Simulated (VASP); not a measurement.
BN, 8 atoms in the cell. Symmetry: P-3m1, No. 164, trigonal system. Conventional cell: a = 2.504 Å, b = 2.504 Å, c = 14.072 Å, α = 90.00°, β = 90.00°, γ = 120.00°. Within 1.9 Å of B (site symmetry 3m) lie 3 N at 1.45 Å. B (site symmetry 3m) has 3 N at 1.45 Å within 1.9 Å. N (site symmetry 3m) has 3 B at 1.45 Å within 1.9 Å. N (site symmetry 3m) has 3 B at 1.45 Å within 1.9 Å.  This cell differs from its parent crystal: the distance across one plane changed.

```yaml
Program: VASP 6.6.1
Task: single point
Functional: PBE
Dispersion: D3(BJ)
Potentials_or_basis: VASP PAW PBE potentials, release 64 (B, N)
Cutoff: 520 eV
k_mesh: 10 × 10 × 2
Occupations: gaussian, width 0.05 eV
Spin: no spin polarisation
Dipole_correction: no
Further_INCAR_settings: ALGO = Normal; EDIFF = 1e-07; NBANDS = 26
```

Potentials or basis: VASP PAW PBE potentials, release 64 (B, N).

The run is started by

```sh
$ cat potpaw_PBE.64/B/POTCAR potpaw_PBE.64/N/POTCAR > POTCAR
$ mpirun -np 1 vasp_std > vasp.out
```

Hardware: 1 thread of Intel Xeon 8259CL, with other jobs on the host.

Problem. How long does it take, and how much memory?

Solution. It took 110 s on 1 thread of Intel Xeon 8259CL, with other jobs on the host, peak memory 0.22 GiB. Counts: scf iterations 17, k points 28.
